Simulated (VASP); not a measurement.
Set up this calculation in VASP 6.6.1, as the native input.

* Task: single point
* Functional: r2SCAN
* Potentials or basis: VASP PAW PBE potentials, release 64 (Si, C)
* Cutoff: 520 eV
* k mesh: 12 × 12 × 4
* Occupations: gaussian, width 0.05 eV
* Spin: no spin polarisation
* Dipole correction: no
* Further INCAR settings: ALGO = Normal; EDIFF = 1e-07; NBANDS = 26

SiC:

```
Si C
1.0
     3.20066    0.00000    0.00000
    -1.60033    2.77185    0.00000
     0.00000    0.00000   10.88291
Si C
4 4
Direct
  0.66667 0.33333 0.93784
  0.33333 0.66667 0.43784
  0.00000 0.00000 0.68789
  0.00000 0.00000 0.18789
  0.66667 0.33333 0.74980
  0.33333 0.66667 0.24980
  0.00000 0.00000 0.50046
  0.00000 0.00000 0.00046
```

This cell differs from its parent crystal: strain +0.040 along x and y, +0.080 along z.

One way to write it, as run:

POSCAR

```
SiC
1.0
    3.2006617083      0.0000000000      0.0000000000
   -1.6003308541      2.7718543483      0.0000000000
    0.0000000000      0.0000000000     10.8829106734
Si C
4 4
Direct
    0.6666666667      0.3333333333      0.9378376197
    0.3333333333      0.6666666667      0.4378376197
    0.0000000000      0.0000000000      0.6878931817
    0.0000000000      0.0000000000      0.1878931817
    0.6666666667      0.3333333333      0.7498040034
    0.3333333333      0.6666666667      0.2498040034
    0.0000000000      0.0000000000      0.5004641952
    0.0000000000      0.0000000000      0.0004641952
```

INCAR.step1

```
PREC = Accurate
ENCUT = 520
ISMEAR = 0
SIGMA = 0.05
LREAL = False
LASPH = True
NELM = 100
NBANDS = 26
GGA = PE
ALGO = Normal
EDIFF = 1E-4
LWAVE = True
LCHARG = False
```

INCAR.step2

```
PREC = Accurate
ENCUT = 520
EDIFF = 1E-7
ISMEAR = 0
SIGMA = 0.05
LREAL = False
LASPH = True
NELM = 100
ALGO = Normal
ISIF = 2
LWAVE = False
LCHARG = True
METAGGA = R2SCAN
LMIXTAU = True
LELF = True
LVHAR = True
NBANDS = 26
ISTART = 1
```

KPOINTS

```
regular mesh
0
Gamma
  12 12 4
```

Potentials or basis: VASP PAW PBE potentials, release 64 (Si, C).

Run with:

```bash
$ cat potpaw_PBE.64/Si/POTCAR potpaw_PBE.64/C/POTCAR > POTCAR
$ cp INCAR.step1 INCAR
$ mpirun -np 1 vasp_std > vasp.out
$ cp INCAR.step2 INCAR
$ mpirun -np 1 vasp_std > vasp.out
```

Results of the run:

- Pressure: -25.7 GPa
- Largest force: 0.081 eV/Å
- Band gap on the k mesh: 2.34 eV, indirect (least direct gap 3.57 eV)

Caveat: the cell differs from its parent crystal (strain +0.040 along x and y, +0.080 along z); the PAW data sets were made with another functional, which shifts forces and pressure a little.

Wall time 6.8 min on 1 thread of Intel Xeon 6975P-C, with other jobs on the host, peak memory 0.28 GiB.
